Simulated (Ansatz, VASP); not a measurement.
**Two plane-wave programs on Hf**

```
Hf
1.0
     1.57923   -2.73530    0.00000
     1.57923    2.73530    0.00000
     0.00000    0.00000    5.00180
Hf
2
Direct
  0.66667 0.33333 0.25000
  0.33333 0.66667 0.75000
```

Alike in both runs: task single point; functional PBEsol; k mesh 12 × 12 × 7; occupations fermi-dirac, width 0.08 eV; no spin polarisation.

|  | VASP | Ansatz |
| --- | --- | --- |
| version | VASP 6.6.1 | Ansatz 0.2.0 |
| potentials or method | VASP PAW PBE potentials, release 64 (Hf_pv) | PAW with Ansatz's default frozen-core files, scalar-relativistic |
| plane-wave cutoff (eV) | 520 | 420 |
| valence electrons in the cell | 20 | 52 |

Ansatz gave:

```
pressure (GPa)                                                : 0.1
traceless stress, the component that is largest in VASP (GPa) : 0.01
```

Q: What did VASP give for the same quantities?

A: Pressure (GPa): -0.3; traceless stress, the component that is largest in VASP (GPa): -0.06.

VASP's potentials were made for PBE, not for PBEsol. VASP's potentials hold 20 valence electrons a cell and Ansatz's 52, so a difference there can come from the potentials and not from the codes.

Neither program's run includes spin-orbit coupling.
